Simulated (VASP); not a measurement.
BaS:

```
Ba S
1.0
     0.00000    3.51941    3.51941
     3.51941    0.00000    3.51941
     3.51941    3.51941    0.00000
Ba S
1 1
Direct
  0.00000 0.00000 0.00000
  0.25000 0.25000 0.25000
```

Base run:

| Quantity | Value |
| --- | --- |
| Program | VASP 6.6.1 |
| Functional | PBE-based screened hybrid |
| Potentials or basis | VASP PAW PBE potentials, release 64 (Ba_sv, S) |
| Cutoff | 520 eV |
| k mesh | 4 × 4 × 4 |
| Occupations | gaussian, width 0.01 eV |
| Spin | no spin polarisation |

Its results: band gap on the k mesh 4.92 eV, indirect (least direct gap 5.65 eV); pressure -0.2 GPa.

Task: The run is repeated on the same cell with these changes: share of exact exchange from 0.75 to 0.15; further incar settings from ALGO = Normal; EDIFF = 1e-07; NBANDS = 15 to ALGO = Normal; EDIFF = 1e-06; NBANDS = 15. What comes out?

Result: Band gap on the k mesh 3.17 eV, indirect (least direct gap 3.83 eV); pressure 0.2 GPa.

Caveats: the PAW data sets were made with another functional, which shifts forces and pressure a little; spin-orbit coupling is left out, which moves the levels of the heavy elements.

A k mesh can miss the band edges.
